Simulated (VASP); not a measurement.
# C (P6_3/mmc) in VASP: a series of runs

The runs below take C through single point, relaxation of shape and atoms at fixed volume, with PBE+D3(BJ).

All numbers are computed with VASP 6.6.1; they aren't measurements. Logs are shortened: lines on timing, memory, paths and dates and some standing lists are left out, and cuts for length are marked.

## 1. The cell of the first run

Symmetry: P6_3/mmc, No. 194, hexagonal system. Conventional cell: a = 2.468 Å, b = 2.468 Å, c = 7.129 Å, α = 90.00°, β = 90.00°, γ = 120.00°. Within 1.9 Å of C (site symmetry -6m2) lie 3 C at 1.42 Å. Within 1.9 Å of C (site symmetry -6m2) lie 3 C at 1.42 Å.

## 2. Single point, PBE+D3(BJ) (9.40 Å³/atom)

INCAR

```
SYSTEM = C
PREC = Accurate
ENCUT = 520
EDIFF = 1E-6
ISMEAR = 0
SIGMA = 0.1
LREAL = .False.
LASPH = .True.
NELM = 80
ALGO = Normal
ISIF = 2
LWAVE = .False.
LCHARG = .True.
GGA = PE
IVDW = 12
LELF = .True.
LVHAR = .True.
NBANDS = 16
```

KPOINTS

```
regular mesh
0
Gamma
  21 21 6
  0 0 0
```

POSCAR

```
C
1.0
    2.4678061774      0.0000000000      0.0000000000
   -1.2339030887      2.1371828413      0.0000000000
    0.0000000000      0.0000000000      7.1285203116
C
4
Direct
    0.0000000000      0.0000000000      0.0025000000
    0.0000000000      0.0000000000      0.5025000000
    0.3333333333      0.6666666667      0.0025000000
    0.6666666667      0.3333333333      0.5025000000
```

Potentials or basis: VASP PAW PBE potentials, release 64 (C).

Launch:

```
> cat potpaw_PBE.64/C/POTCAR > POTCAR
> mpirun -np 1 vasp_std > vasp.out
```

OUTCAR:

```text
SYSTEM = C
   PREC = Accurate
   ENCUT = 520
   EDIFF = 1E-6
   ISMEAR = 0
   LREAL = .False.
   LASPH = .True.
   NELM = 80
   ISIF = 2
   GGA = PE
   IVDW = 12
 IVDW          = 12

 ion  position               nearest neighbor table
   1  0.000  0.000  0.002-   3 1.42   3 1.42   3 1.42
   2  0.000  0.000  0.502-   4 1.42   4 1.42   4 1.42
   3  0.333  0.667  0.002-   1 1.42   1 1.42   1 1.42
   4  0.667  0.333  0.502-   2 1.42   2 1.42   2 1.42

  LATTYP: Found a hexagonal cell.
 ALAT       =     2.4678061774
 C/A-ratio  =     2.8886062353

  Lattice vectors:

 A1 = (   2.4678061774,   0.0000000000,   0.0000000000)
 A2 = (  -1.2339030887,   2.1371828413,   0.0000000000)
 A3 = (   0.0000000000,   0.0000000000,   7.1285203116)

Analysis of symmetry for initial positions (statically):
=====================================================================
 Subroutine PRICEL returns:
 Original cell was already a primitive cell.

 Routine SETGRP: Setting up the symmetry group for a
 hexagonal supercell.

 Subroutine GETGRP returns: Found 24 space group operations
 (whereof  6 operations were pure point group operations)
 out of a pool of 24 trial point group operations.

The static configuration has the point symmetry C_3v.
 The point group associated with its full space group is D_6h.

Analysis of symmetry for dynamics (positions and initial velocities):
=====================================================================
 Subroutine PRICEL returns:
 Original cell was already a primitive cell.

 Routine SETGRP: Setting up the symmetry group for a
 hexagonal supercell.

 Subroutine GETGRP returns: Found 24 space group operations
 (whereof  6 operations were pure point group operations)
 out of a pool of 24 trial point group operations.

The dynamic configuration has the point symmetry C_3v.
 The point group associated with its full space group is D_6h.

 Subroutine INISYM returns: Found 24 space group operations
 (whereof  6 operations are pure point group operations),
 and found     1 'primitive' translations

----------------------------------------------------------------------------------------

                                     Primitive cell

  volume of cell :      37.5969

  direct lattice vectors                    reciprocal lattice vectors
     2.467806177  0.000000000  0.000000000     0.405218209  0.233952842  0.000000000
    -1.233903089  2.137182841  0.000000000     0.000000000  0.467905684  0.000000000
[... 92 lines left out ...]
   NSW    =      0    number of steps for IOM
   IBRION =     -1    ionic relax: 0-MD 1-quasi-New 2-CG
   NFREE  =      0    steps in history (QN), initial steepest desc. (CG)
   ISIF   =      2    stress and relaxation
   ISYM   =      2    0-nonsym 1-usesym 2-fastsym
   POTIM  = 0.5000    time-step for ionic-motion
   TEBEG  =    0.0;   TEEND  =   0.0 temperature during run
   PSTRESS=    0.0 pullay stress
   NELECT =      16.0000    total number of electrons
   NUPDOWN=      -1.0000    fix difference up-down
   EMIN   =  10.00;   EMAX   =-10.00  energy-range for DOS
   EFERMI =   0.00;   METHOD = LEGACY
   ISMEAR =     0;   SIGMA  =   0.10  broadening in eV -4-tet -1-fermi 0-gaus
   EFERMI_NEDOS =   21; number of points for ismear=-14 and -15
   IALGO  =     38    algorithm
   IMIX   =      4    mixing-type and parameters
     AMIX     =   0.40;   BMIX     =  1.00
     AMIX_MAG =   1.60;   BMIX_MAG =  1.00
  volume/ion in A,a.u.               =       9.40        63.43
  Fermi-wavevector in a.u.,A,eV,Ry     =   1.231395  2.326999 20.630978  1.516334
  Thomas-Fermi vector in A             =   2.366206
   LORBIT       =      0    0 simple, 1 ext, 2 COOP (PROOUT), +10 PAW based schemes
   GGA     = PE    functional components
   LHFCALC =     F    Hartree Fock is set to
   AEXX    =    0.0000 exact exchange contribution
   IVDW    =    12    specifies the selected vdW correction
   LEPSILON=     F    determine dielectric tensor
   LRPA    =     F    only Hartree local field effects (RPA)
 non-spin polarized calculation
 Gauss-broadening in eV      SIGMA  =   0.10
  energy-cutoff  :      520.00
  volume of cell :       37.60
 maximum number of plane-waves:      1029
   NGX =  9   NGY =  9   NGZ = 27

 number of electron      15.9999995 magnetization

 Free energy of the ion-electron system (eV)
  ---------------------------------------------------
  ext. energy  EPLUGINS =         0.00000000
  ---------------------------------------------------
  free energy    TOTEN  =       -36.87951010 eV

  energy without entropy =      -36.87891400  energy(sigma->0) =      -36.87921205

 E-fermi :   4.1438     XC(G=0):  -9.9003

 val. band max:        4.1413153486   @ k =   0.3333   0.3333   0.5000
 cond. band min:       4.1482712412   @ k =   0.3333   0.3333   0.3333
 fundamental gap:      0.0069558925
 Fermi energy:         4.1438422635

 k-point     1 :       0.0000    0.0000    0.0000
  band No.  band energies     occupation
      1     -15.4327      2.00000
      2     -15.2476      2.00000
      3      -4.1176      2.00000
      4      -2.6857      2.00000
      5       1.1163      2.00000
      6       1.1163      2.00000
[... 433 lines left out ...]
      3      -3.0304      2.00000
      4      -2.9845      2.00000
      5      -2.3215      2.00000
      6      -1.3648      2.00000
[... 8 lines left out ...]
     15      16.0170      0.00000
     16      16.1697      0.00000

 [... further k-points ...]

------------------------ aborting loop because EDIFF is reached ----------------------------------------

 Edisp (eV)   -0.58130

 E8    (eV) :    -0.1634

  FORCE on cell =-STRESS in cart. coord.  units (eV):
  Direction    XX          YY          ZZ          XY          YZ          ZX
  --------------------------------------------------------------------------------------
  -------------------------------------------------------------------------------------
  Total      -0.14545    -0.14545    -0.32574     0.00000    -0.00000     0.00000
  in kB      -6.19839    -6.19839   -13.88118     0.00000    -0.00000     0.00000
  external pressure =       -8.76 kB  Pullay stress =        0.00 kB

 VOLUME and BASIS-vectors are now :
 -----------------------------------------------------------------------------
  energy-cutoff  :      520.00
  volume of cell :       37.60
      direct lattice vectors                 reciprocal lattice vectors
     2.467806177  0.000000000  0.000000000     0.405218209  0.233952842  0.000000000
    -1.233903089  2.137182841  0.000000000     0.000000000  0.467905684  0.000000000
     0.000000000  0.000000000  7.128520312     0.000000000  0.000000000  0.140281567

 POSITION                                       TOTAL-FORCE (eV/Angst)
 -----------------------------------------------------------------------------------
      0.00000      0.00000      0.01782        -0.000000      0.000000     -0.000000
      0.00000      0.00000      3.58208         0.000000     -0.000000     -0.000000
     -0.00000      1.42479      0.01782         0.000000      0.000000      0.000000
      1.23390      0.71239      3.58208        -0.000000     -0.000000     -0.000000
 -----------------------------------------------------------------------------------
    total drift:                               -0.000000     -0.000000     -0.000002

  FREE ENERGIE OF THE ION-ELECTRON SYSTEM (eV)
  ---------------------------------------------------
  free  energy   TOTEN  =       -37.4608135830 eV

  energy  without entropy=      -37.4602174829  energy(sigma->0) =      -37.46051553
```

OSZICAR:

```text
N       E                     dE             d eps       ncg     rms          rms(c)
DAV:   1     0.331223503320E+02    0.33122E+02   -0.78999E+03  6144   0.927E+02
DAV:   2    -0.364430619759E+02   -0.69565E+02   -0.63784E+02  8720   0.184E+02
DAV:   3    -0.392399611394E+02   -0.27969E+01   -0.27832E+01  8136   0.347E+01
DAV:   4    -0.392646866373E+02   -0.24725E-01   -0.24713E-01  7688   0.391E+00
DAV:   5    -0.392651055679E+02   -0.41893E-03   -0.41891E-03  8024   0.479E-01    0.889E+00
DAV:   6    -0.374533525094E+02    0.18118E+01   -0.12285E+00  7344   0.692E+00    0.520E+00
DAV:   7    -0.368705660393E+02    0.58279E+00   -0.15299E+00  7584   0.783E+00    0.146E+00
DAV:   8    -0.368805327038E+02   -0.99667E-02   -0.69590E-02  7320   0.157E+00    0.311E-01
DAV:   9    -0.368792906575E+02    0.12420E-02   -0.19016E-03  7840   0.301E-01    0.104E-01
DAV:  10    -0.368795152406E+02   -0.22458E-03   -0.70769E-04  6704   0.168E-01    0.735E-02
DAV:  11    -0.368795092870E+02    0.59536E-05   -0.29437E-05  7976   0.362E-02    0.814E-03
DAV:  12    -0.368795101015E+02   -0.81451E-06   -0.12068E-06  6752   0.802E-03
   1 F= -.37460814E+02 E0= -.37460516E+02  d E =-.596100E-03
```

stdout:

```text
POSCAR found type information on POSCAR C
 POSCAR found :  1 types and       4 ions
 scaLAPACK will be used
 LDA part: xc-table for (Slater+PW92), standard interpolation
 POSCAR, INCAR and KPOINTS ok, starting setup
 FFT: planning ... GRIDC
 FFT: planning ... GRID_SOFT
 FFT: planning ... GRID
 WAVECAR not read
 entering main loop
```

Run time: 60 s. Hardware: 1 thread of Intel Xeon Platinum 8488C (Sapphire Rapids), shared host; peak memory 0.21 GiB.

What came out:

| Property | Result |
| --- | --- |
| Free energy | -37.4608 eV |
| Pressure | -0.9 GPa |
| Band gap on the k mesh | zero (bands 8 and 9 overlap by 0.01 eV) |
| Dispersion energy per atom | -0.145 eV |

Stress tensor (GPa, compression positive):
```
-0.62  0.00  0.00
 0.00 -0.62  0.00
 0.00  0.00 -1.39
```

## 3. Single point, PBE+D3(BJ) (9.75 Å³/atom)

This run uses another cell than the first one, of 9.75 Å³/atom.

INCAR

```
ALGO = Normal
EDIFF = 1E-7
ENCUT = 520
GGA = PE
ISIF = 2
ISMEAR = 0
IVDW = 12
LASPH = T
LCHARG = F
LREAL = F
LWAVE = F
NBANDS = 16
NELM = 80
PREC = Accurate
SIGMA = 0.1
```

KPOINTS

```
k-points
0
Gamma
  21 21 6
```

POSCAR

```
C
1.0
    2.4688597216      0.0000000000      0.0000000000
   -1.2344298608      2.1380952373      0.0000000000
    0.0000000000      0.0000000000      7.3912088912
C
4
Direct
    0.0000000000      0.0000000000      0.0025000000
    0.0000000000      0.0000000000      0.5025000000
    0.3333333333      0.6666666667      0.0025000000
    0.6666666667      0.3333333333      0.5025000000
```

Potentials or basis: VASP PAW PBE potentials, release 64 (C).

Launch:

```
> cat potpaw_PBE.64/C/POTCAR > POTCAR
> mpirun -np 1 vasp_std > vasp.out
```

It took 71 s on 1 thread of Intel Xeon Platinum 8488C (Sapphire Rapids), shared host; peak memory 0.21 GiB.

The run converged. Its results:

```yaml
Free_energy: -37.4478 eV
Pressure: -1.3 GPa
Band_gap_on_the_k_mesh: zero (bands 8 and 9 overlap by 0.01 eV)
Dispersion_energy_per_atom: -0.139 eV
```

Stress tensor (GPa, compression positive):
```
-1.03  0.00  0.00
 0.00 -1.03  0.00
 0.00  0.00 -1.75
```

Levels at points of the mesh, in eV from the Fermi level:
| k point | band 4 | band 5 | band 6 | band 7 | band 8 | band 9 | band 10 | band 11 | band 12 | band 13 |
| --- | --- | --- | --- | --- | --- | --- | --- | --- | --- | --- |
| (0.00, 0.00, 0.00) | -6.97 | -3.03 | -3.03 | -3.03 | -3.03 | 3.65 | 8.29 | 8.29 | 8.31 | 8.31 |
| (0.00, 0.00, 0.50) | -7.60 | -3.03 | -3.03 | -3.03 | -3.03 | 5.62 | 5.62 | 8.30 | 8.30 | 8.30 |

## 4. Relaxation of shape and atoms at fixed volume, PBE+D3(BJ) (9.40 Å³/atom)

INCAR

```
SYSTEM = C
PREC = Accurate
ENCUT = 600
EDIFF = 1E-6
ISMEAR = 0
SIGMA = 0.1
LREAL = .False.
LASPH = .True.
NELM = 80
ALGO = Normal
ISIF = 4
LWAVE = .False.
LCHARG = .False.
GGA = PE
IVDW = 12
IBRION = 2
NSW = 50
EDIFFG = -0.01
```

KPOINTS

```
regular mesh
0
Gamma
  21 21 6
  0 0 0
```

POSCAR

```
C
1.0
    2.4903321496      0.0000000000      0.0000000000
   -1.2451660748      2.1566909054      0.0000000000
    0.0000000000      0.0000000000      7.0001433706
C
4
Direct
    0.0000000000      0.0000000000      0.0025000000
    0.0000000000      0.0000000000      0.5025000000
    0.3333333333      0.6666666667      0.0025000000
    0.6666666667      0.3333333333      0.5025000000
```

Launch:

```
> cat potpaw_PBE.64/C/POTCAR > POTCAR
> mpirun -np 1 vasp_std > vasp.out
```

It took 1.7 min on 1 thread of Intel Xeon Platinum 8488C (Sapphire Rapids), shared host; peak memory 0.22 GiB.

It converged, with:

```yaml
Free_energy: -37.4714 eV
Energy_gained_by_relaxing: 5.6 meV/atom
Ionic_steps: 3
Pressure_after_relaxing: -1.6 GPa
Band_gap_on_the_k_mesh: zero (bands 8 and 9 overlap by 0.01 eV)
Dispersion_energy_per_atom: -0.145 eV
```

The path:
```csv
step,energy change (eV),largest force (eV/Å),pressure (GPa),volume (Å³)
1,0.0000,0.0000,-8.39,37.60
2,-0.0217,0.0000,-0.45,37.60
3,-0.0222,0.0000,-1.57,37.60
```

Final structure:
```
C
1.0
     2.46870    0.00000    0.00000
    -1.23435    2.13796    0.00000
     0.00000    0.00000    7.12337
C
4
Direct
  0.00000 0.00000 0.00250
  0.00000 0.00000 0.50250
  0.33333 0.66667 0.00250
  0.66667 0.33333 0.50250
```

Levels at points of the mesh, in eV from the Fermi level:
| k point | band 4 | band 5 | band 6 | band 7 | band 8 | band 9 | band 10 | band 11 | band 12 |
| --- | --- | --- | --- | --- | --- | --- | --- | --- | --- |
| (0.00, 0.00, 0.00) | -6.82 | -3.03 | -3.03 | -3.02 | -3.02 | 3.87 | 8.29 | 8.29 | 8.32 |
| (0.00, 0.00, 0.50) | -7.60 | -3.02 | -3.02 | -3.02 | -3.02 | 6.07 | 6.07 | 8.31 | 8.31 |

## 5. Relaxation of shape and atoms at fixed volume, PBE+D3(BJ) (9.75 Å³/atom)

This run uses another cell than the first one, of 9.75 Å³/atom.

INCAR

```
SYSTEM = C
  ALGO = Normal
  EDIFF = 1E-6
  EDIFFG = -0.01
  ENCUT = 600
  GGA = PE
  IBRION = 2
  ISIF = 4
  ISMEAR = 0
  IVDW = 12
  LASPH = .True.
  LCHARG = .False.
  LREAL = .False.
  LWAVE = .False.
  NELM = 80
  NSW = 50
  PREC = Accurate
  SIGMA = 0.1
```

KPOINTS

```
k-points
0
Gamma
  21 21 6
  0 0 0
```

POSCAR

```
C
1.0
    2.4984652897      0.0000000000      0.0000000000
   -1.2492326449      2.1637344114      0.0000000000
    0.0000000000      0.0000000000      7.2170824146
C
4
Direct
    0.0000000000      0.0000000000      0.0025000000
    0.0000000000      0.0000000000      0.5025000000
    0.3333333333      0.6666666667      0.0025000000
    0.6666666667      0.3333333333      0.5025000000
```

Launch:

```
> cat potpaw_PBE.64/C/POTCAR > POTCAR
> mpirun -np 1 vasp_std > vasp.out
```

It took 1.8 min on 1 thread of Intel Xeon Platinum 8488C (Sapphire Rapids), shared host; peak memory 0.22 GiB.

It converged, with:

```yaml
Free_energy: -37.4587 eV
Energy_gained_by_relaxing: 9.5 meV/atom
Ionic_steps: 3
Pressure_after_relaxing: -1.9 GPa
Band_gap_on_the_k_mesh: zero (bands 8 and 9 overlap by 0.01 eV)
Dispersion_energy_per_atom: -0.139 eV
```

The path:
```
step  energy change (eV)  largest force (eV/Å)  pressure (GPa)  volume (Å³)
   1              0.0000                0.0000          -10.59        39.02
   2             -0.0375                0.0000           -0.78        39.02
   3             -0.0382                0.0000           -1.94        39.02
```

Final structure:
```xyz
4
Lattice="2.4697 0.0000 0.0000 -1.2349 2.1388 0.0000 0.0000 0.0000 7.3860" Properties=species:S:1:pos:R:3 pbc="T T T"
C     0.0000    0.0000    0.0185
C     0.0000    0.0000    3.7115
C     0.0000    1.4259    0.0185
C     1.2349    0.7129    3.7115
```

Levels at points of the mesh, in eV from the Fermi level:
```
           k point  band 6  band 7  band 8  band 9  band 10  band 11
(0.00, 0.00, 0.00)   -3.03   -3.03   -3.03    3.66     8.28     8.28
(0.00, 0.00, 0.50)   -3.03   -3.03   -3.03    5.63     5.63     8.29
```

## 6. Overview

```tsv
task	cell	cutoff (eV)	gap on the mesh (eV)	pressure (GPa)
single point	a = 2.468, b = 2.468, c = 7.129 Å, angles 90.0, 90.0, 120.0°, 4 atoms	520	none	-0.9
single point	a = 2.469, b = 2.469, c = 7.391 Å, angles 90.0, 90.0, 120.0°, 4 atoms	520	none	-1.3
relaxation of shape and atoms at fixed volume	relaxed from a = 2.490, b = 2.490, c = 7.000 Å, angles 90.0, 90.0, 120.0°, 4 atoms	600	none	-1.6
relaxation of shape and atoms at fixed volume	relaxed from a = 2.498, b = 2.498, c = 7.217 Å, angles 90.0, 90.0, 120.0°, 4 atoms	600	none	-1.9
```

Alike in all rows: level PBE+D3(BJ); potentials or basis VASP PAW PBE potentials, release 64 (C); no spin polarisation; k mesh 21 × 21 × 6; smearing gaussian 0.1 eV.

Absolute energies hang on the potentials; compare differences alone.
